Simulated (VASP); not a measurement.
# TiCo (P4/mmm) in VASP: further runs

The runs below take TiCo through single point, relaxation of cell and atoms, with PBE, r2SCAN.

Everything below comes from runs of VASP 6.6.1. Logs are shortened: lines on timing, memory, paths and dates and some standing lists are left out, and cuts for length are marked.

**1. The cell of the first run**

It takes space group P4/mmm (No. 123, tetragonal). The conventional cell has a = 2.963 Å, b = 2.963 Å, c = 2.989 Å, α = 90.00°, β = 90.00°, γ = 90.00°. Within 3.4 Å of Co (site symmetry 4/mmm) lie 8 Ti at 2.57 Å and 6 Co at 2.96 to 2.99 Å. Within 3.4 Å of Ti (site symmetry 4/mmm) lie 8 Co at 2.57 Å and 6 Ti at 2.96 to 2.99 Å.

**2. Single point, PBE**

INCAR

```
  PREC = Accurate
  ENCUT = 520
  EDIFF = 1E-6
  ISMEAR = 0
  SIGMA = 0.1
  LREAL = F
  LASPH = T
  NELM = 60
  ALGO = Normal
  ISIF = 2
  LWAVE = F
  LCHARG = F
  GGA = PE
  NBANDS = 18
```

KPOINTS

```
Automatic mesh
0
Gamma
  14 14 14
```

POSCAR

```
TiCo
1.0
    2.9629008397      0.0000000000      0.0000000000
    0.0000000000      2.9629008397      0.0000000000
    0.0000000000      0.0000000000      2.9886209309
Co Ti
1 1
Direct
    0.0000000000      0.0000000000      0.0000000000
    0.5000000000      0.5000000000      0.5000000000
```

Potentials or basis: VASP PAW PBE potentials, release 64 (Co, Ti_sv).

Run with:

```
cat potpaw_PBE.64/Co/POTCAR potpaw_PBE.64/Ti_sv/POTCAR > POTCAR
mpirun -np 1 vasp_std > vasp.out
```

OUTCAR:

```text
PREC = Accurate
   ENCUT = 520
   EDIFF = 1E-6
   ISMEAR = 0
   LREAL = F
   LASPH = T
   NELM = 60
   ISIF = 2
   GGA = PE

 ion  position               nearest neighbor table
   1  0.000  0.000  0.000-   2 2.57   2 2.57   2 2.57   2 2.57   2 2.57   2 2.57   2 2.57   2 2.57

   2  0.500  0.500  0.500-   1 2.57   1 2.57   1 2.57   1 2.57   1 2.57   1 2.57   1 2.57   1 2.57

  LATTYP: Found a simple tetragonal cell.
 ALAT       =     2.9629008397
 C/A-ratio  =     1.0086807128

  Lattice vectors:

 A1 = (   2.9629008397,   0.0000000000,   0.0000000000)
 A2 = (   0.0000000000,   2.9629008397,   0.0000000000)
 A3 = (   0.0000000000,   0.0000000000,   2.9886209309)

Analysis of symmetry for initial positions (statically):
=====================================================================
 Subroutine PRICEL returns:
 Original cell was already a primitive cell.

 Routine SETGRP: Setting up the symmetry group for a
 simple tetragonal supercell.

 Subroutine GETGRP returns: Found 16 space group operations
 (whereof 16 operations were pure point group operations)
 out of a pool of 16 trial point group operations.

The static configuration has the point symmetry D_4h.

Analysis of symmetry for dynamics (positions and initial velocities):
=====================================================================
 Subroutine PRICEL returns:
 Original cell was already a primitive cell.

 Routine SETGRP: Setting up the symmetry group for a
 simple tetragonal supercell.

 Subroutine GETGRP returns: Found 16 space group operations
 (whereof 16 operations were pure point group operations)
 out of a pool of 16 trial point group operations.

The dynamic configuration has the point symmetry D_4h.

 Subroutine INISYM returns: Found 16 space group operations
 (whereof 16 operations are pure point group operations),
 and found     1 'primitive' translations

----------------------------------------------------------------------------------------

                                     Primitive cell

  volume of cell :      26.2364

  direct lattice vectors                    reciprocal lattice vectors
     2.962900840  0.000000000  0.000000000     0.337507076  0.000000000  0.000000000
     0.000000000  2.962900840  0.000000000     0.000000000  0.337507076  0.000000000
     0.000000000  0.000000000  2.988620931     0.000000000  0.000000000  0.334602488

  length of vectors
     2.962900840  2.962900840  2.988620931     0.337507076  0.337507076  0.334602488

  position of ions in fractional coordinates (direct lattice)
     0.000000000  0.000000000  0.000000000
     0.500000000  0.500000000  0.500000000

  ion indices of the primitive-cell ions
   primitive index   ion index
                 1           1
                 2           2

----------------------------------------------------------------------------------------

 KPOINTS: Automatic mesh

Automatic generation of k-mesh.
 Grid dimensions read from file:
 generate k-points for:   14   14   14

 Generating k-lattice:

  Cartesian coordinates                     Fractional coordinates (reciprocal lattice)
     0.024107648  0.000000000  0.000000000     0.071428571  0.000000000  0.000000000
     0.000000000  0.024107648  0.000000000     0.000000000  0.071428571  0.000000000
     0.000000000  0.000000000  0.023900178     0.000000000  0.000000000  0.071428571

  Length of vectors
     0.024107648  0.024107648  0.023900178

  Shift w.r.t. Gamma in fractional coordinates (k-lattice)
     0.000000000  0.000000000  0.000000000

 Subroutine IBZKPT returns following result:
 ===========================================

 Found    288 irreducible k-points:

 Following reciprocal coordinates:
            Coordinates               Weight
  0.000000  0.000000  0.000000      1.000000
  0.071429  0.000000  0.000000      4.000000
  0.142857  0.000000  0.000000      4.000000
  0.214286  0.000000  0.000000      4.000000
  0.285714  0.000000  0.000000      4.000000
  0.357143  0.000000  0.000000      4.000000
[... 16 lines left out ...]
  0.285714  0.214286  0.000000      8.000000
  0.357143  0.214286  0.000000      8.000000
 [... further k-points ...]
   k-points           NKPTS =    288   k-points in BZ     NKDIM =    288   number of bands    NBANDS=     18
   number of dos      NEDOS =    301   number of ions     NIONS =      2
   total plane-waves  NPLWV =  13824
   dimension x,y,z NGX =    24 NGY =   24 NGZ =   24
   dimension x,y,z NGXF=    48 NGYF=   48 NGZF=   48
   ions per type =               1   1
   NGX,Y,Z   is equivalent  to a cutoff of  13.47, 13.47, 13.35 a.u.
   NGXF,Y,Z  is equivalent  to a cutoff of  26.93, 26.93, 26.70 a.u.
 SYSTEM =  unknown system
   PREC   = accura    normal or accurate (medium, high low for compatibility)
   ISTART =      0    job   : 0-new  1-cont  2-samecut
   ICHARG =      2    charge: 1-file 2-atom 10-const
   ISPIN  =      1    spin polarized calculation?
   LNONCOLLINEAR =      F non collinear calculations
   LSORBIT =      F    spin-orbit coupling
   LASPH  =      T    aspherical Exc in radial PAW
   ENCUT  =  520.0 eV  38.22 Ry    6.18 a.u.   5.51  5.51  5.56*2*pi/ulx,y,z
   NELM   =     60;   NELMIN=  2; NELMDL= -5     # of ELM steps
   EDIFF  = 0.1E-05   stopping-criterion for ELM
   LREAL  =      F    real-space projection
   EDIFFG = 0.1E-04   stopping-criterion for IOM
   NSW    =      0    number of steps for IOM
   IBRION =     -1    ionic relax: 0-MD 1-quasi-New 2-CG
   NFREE  =      0    steps in history (QN), initial steepest desc. (CG)
   ISIF   =      2    stress and relaxation
   ISYM   =      2    0-nonsym 1-usesym 2-fastsym
   POTIM  = 0.5000    time-step for ionic-motion
   TEBEG  =    0.0;   TEEND  =   0.0 temperature during run
   PSTRESS=    0.0 pullay stress
   NELECT =      21.0000    total number of electrons
   NUPDOWN=      -1.0000    fix difference up-down
   EMIN   =  10.00;   EMAX   =-10.00  energy-range for DOS
   EFERMI =   0.00;   METHOD = LEGACY
   ISMEAR =     0;   SIGMA  =   0.10  broadening in eV -4-tet -1-fermi 0-gaus
   EFERMI_NEDOS =   21; number of points for ismear=-14 and -15
   IALGO  =     38    algorithm
   IMIX   =      4    mixing-type and parameters
     AMIX     =   0.40;   BMIX     =  1.00
     AMIX_MAG =   1.60;   BMIX_MAG =  1.00
  volume/ion in A,a.u.               =      13.12        88.53
  Fermi-wavevector in a.u.,A,eV,Ry     =   1.520009  2.872401 31.435284  2.310428
  Thomas-Fermi vector in A             =   2.628918
   LORBIT       =      0    0 simple, 1 ext, 2 COOP (PROOUT), +10 PAW based schemes
   GGA     = PE    functional components
   LHFCALC =     F    Hartree Fock is set to
   AEXX    =    0.0000 exact exchange contribution
   IVDW    =     0    specifies the selected vdW correction
   LEPSILON=     F    determine dielectric tensor
   LRPA    =     F    only Hartree local field effects (RPA)
 non-spin polarized calculation
 Gauss-broadening in eV      SIGMA  =   0.10
  energy-cutoff  :      520.00
  volume of cell :       26.24
 maximum number of plane-waves:       739
 NGX is ok and might be reduce to    24
   NGX = 11   NGY = 11   NGZ = 11

 number of electron      20.9999987 magnetization

 Free energy of the ion-electron system (eV)
  ---------------------------------------------------
  ext. energy  EPLUGINS =         0.00000000
  ---------------------------------------------------
  free energy    TOTEN  =       -15.64376965 eV

  energy without entropy =      -15.62802569  energy(sigma->0) =      -15.63589767

 E-fermi :  10.1000     XC(G=0): -12.6510

 val. band max:       10.0942568491   @ k =   0.4286   0.0714   0.2857
 cond. band min:      10.1000616145   @ k =   0.2143   0.2143   0.4286
 fundamental gap:      0.0058047654
 Fermi energy:        10.0999588210

 k-point     1 :       0.0000    0.0000    0.0000
  band No.  band energies     occupation
      1     -47.0857      2.00000
      2     -23.1789      2.00000
      3     -23.1689      2.00000
      4     -23.1689      2.00000
      5       2.3776      2.00000
      6       6.2784      2.00000
[... 10 lines left out ...]
     17      19.2796      0.00000
     18      19.2796      0.00000

 k-point     2 :       0.0714    0.0000    0.0000
  band No.  band energies     occupation
      1     -47.0839      2.00000
      2     -23.1852      2.00000
      3     -23.1778      2.00000
      4     -23.1677      2.00000
      5       2.4810      2.00000
      6       6.3257      2.00000
[... 10 lines left out ...]
     17      19.2388      0.00000
     18      19.5227      0.00000

 k-point     3 :       0.1429    0.0000    0.0000
  band No.  band energies     occupation
      1     -47.0791      2.00000
      2     -23.2306      2.00000
      3     -23.1744      2.00000
      4     -23.1644      2.00000
      5       2.7854      2.00000
      6       6.4627      2.00000
[... 10 lines left out ...]
     17      19.9196      0.00000
     18      20.1894      0.00000

 k-point     4 :       0.2143    0.0000    0.0000
  band No.  band energies     occupation
      1     -47.0721      2.00000
      2     -23.2957      2.00000
      3     -23.1696      2.00000
      4     -23.1596      2.00000
      5       3.2739      2.00000
      6       6.6461      2.00000
[... 10 lines left out ...]
     17      20.9001      0.00000
     18      21.1570      0.00000

 k-point     5 :       0.2857    0.0000    0.0000
  band No.  band energies     occupation
      1     -47.0643      2.00000
      2     -23.3674      2.00000
      3     -23.1643      2.00000
      4     -23.1543      2.00000
      5       3.9171      2.00000
      6       6.8032      2.00000
[... 10 lines left out ...]
     17      22.0765      0.00000
     18      22.3248      0.00000

 k-point     6 :       0.3571    0.0000    0.0000
  band No.  band energies     occupation
      1     -47.0573      2.00000
      2     -23.4314      2.00000
      3     -23.1594      2.00000
      4     -23.1495      2.00000
      5       4.6686      2.00000
      6       6.8480      2.00000
[... 10 lines left out ...]
     17      23.3822      0.00000
     18      23.6259      0.00000

 k-point     7 :       0.4286    0.0000    0.0000
  band No.  band energies     occupation
      1     -47.0525      2.00000
      2     -23.4753      2.00000
      3     -23.1561      2.00000
      4     -23.1462      2.00000
      5       5.4509      2.00000
      6       6.6712      2.00000
[... 10 lines left out ...]
     17      24.5364      0.00000
     18      24.7683      0.00000

 k-point     8 :       0.5000    0.0000    0.0000
  band No.  band energies     occupation
      1     -47.0507      2.00000
      2     -23.4910      2.00000
      3     -23.1549      2.00000
      4     -23.1450      2.00000
      5       6.0344      2.00000
      6       6.3156      2.00000
[... 10 lines left out ...]
     17      24.4738      0.00000
     18      25.9908      0.00000
[... 229 lines left out ...]
     17      21.1685      0.00000
     18      23.7488      0.00000

 k-point    20 :       0.4286    0.1429    0.0000
  band No.  band energies     occupation
      1     -47.0465      2.00000
      2     -23.4660      2.00000
      3     -23.2028      2.00000
      4     -23.1504      2.00000
      5       5.6235      2.00000
      6       6.7422      2.00000
[... 10 lines left out ...]
     17      22.0352      0.00000
     18      24.3652      0.00000

 k-point    21 :       0.5000    0.1429    0.0000
  band No.  band energies     occupation
      1     -47.0448      2.00000
      2     -23.4814      2.00000
      3     -23.2014      2.00000
      4     -23.1492      2.00000
      5       6.0955      2.00000
      6       6.4604      2.00000
[... 10 lines left out ...]
     17      22.5107      0.00000
     18      24.0085      0.00000

 k-point    22 :       0.2143    0.2143    0.0000
  band No.  band energies     occupation
      1     -47.0591      2.00000
      2     -23.2890      2.00000
      3     -23.2756      2.00000
      4     -23.1593      2.00000
      5       4.0610      2.00000
      6       6.8342      2.00000
[... 10 lines left out ...]
     17      18.7280      0.00000
     18      22.2143      0.00000

 k-point    23 :       0.2857    0.2143    0.0000
  band No.  band energies     occupation
      1     -47.0516      2.00000
      2     -23.3522      2.00000
      3     -23.2740      2.00000
      4     -23.1534      2.00000
      5       4.6000      2.00000
      6       6.8855      2.00000
[... 10 lines left out ...]
     17      19.1213      0.00000
     18      23.1202      0.00000

 k-point    24 :       0.3571    0.2143    0.0000
  band No.  band energies     occupation
      1     -47.0449      2.00000
      2     -23.4137      2.00000
      3     -23.2674      2.00000
      4     -23.1481      2.00000
      5       5.1923      2.00000
      6       6.8499      2.00000
[... 10 lines left out ...]
     17      19.8737      0.00000
     18      23.9420      0.00000

 [... further k-points ...]

------------------------ aborting loop because EDIFF is reached ----------------------------------------

  FORCE on cell =-STRESS in cart. coord.  units (eV):
  Direction    XX          YY          ZZ          XY          YZ          ZX
  --------------------------------------------------------------------------------------
  -------------------------------------------------------------------------------------
  Total       -0.0641539     -0.0641539     -0.0752146      0.0000000      0.0000000      0.0000000
  in kB       -3.9176789     -3.9176789     -4.5931189      0.0000000      0.0000000      0.0000000
  external PRESSURE =      -4.1428256 kB  Pullay stress =       0.0000000 kB

 VOLUME and BASIS-vectors are now :
 -----------------------------------------------------------------------------
  energy-cutoff  :      520.00
  volume of cell :       26.24
      direct lattice vectors                 reciprocal lattice vectors
     2.962900840  0.000000000  0.000000000     0.337507076  0.000000000  0.000000000
     0.000000000  2.962900840  0.000000000     0.000000000  0.337507076  0.000000000
     0.000000000  0.000000000  2.988620931     0.000000000  0.000000000  0.334602488

 POSITION                                       TOTAL-FORCE (eV/Angst)
 -----------------------------------------------------------------------------------
      0.00000      0.00000      0.00000         0.000000      0.000000      0.000000
      1.48145      1.48145      1.49431         0.000000      0.000000      0.000000
 -----------------------------------------------------------------------------------
    total drift:                                0.000000      0.000000     -0.000000

  FREE ENERGIE OF THE ION-ELECTRON SYSTEM (eV)
  ---------------------------------------------------
  free  energy   TOTEN  =       -15.6437696460 eV

  energy  without entropy=      -15.6280256882  energy(sigma->0) =      -15.63589767
```

Wall time 38 s (1 thread of Intel Xeon 6975P-C (Granite Rapids), shared host); peak memory 0.26 GiB.

What came out:

| Quantity | Value |
| --- | --- |
| Free energy | -15.6438 eV |
| Pressure | -0.4 GPa |

Levels at points of the mesh, in eV from the Fermi level:
```tsv
k point	band 6	band 7	band 8	band 9	band 10	band 11	band 12	band 13	band 14	band 15
(0.00, 0.00, 0.00)	-3.82	-3.81	-1.49	-1.49	-1.45	0.75	0.81	2.75	2.75	2.75
(0.50, 0.00, 0.00)	-3.78	-2.37	-1.57	-1.55	-1.05	-0.80	0.15	0.59	0.66	2.22
(0.50, 0.50, 0.00)	-3.80	-2.47	-2.47	-0.59	-0.11	0.71	0.71	1.28	2.60	2.60
(0.00, 0.00, 0.50)	-3.83	-2.39	-1.54	-1.54	-1.04	-0.83	0.08	0.68	0.68	2.25
(0.50, 0.00, 0.50)	-3.79	-2.42	-2.41	-0.60	-0.16	0.63	0.66	1.20	2.59	2.62
(0.50, 0.50, 0.50)	-2.44	-2.44	-2.15	-2.12	-2.12	-0.57	-0.56	3.15	3.19	7.25
```

Spin polarisation is off, so any magnetic state and its effect on volume and gap are missing.

[end of part 1 of 2]
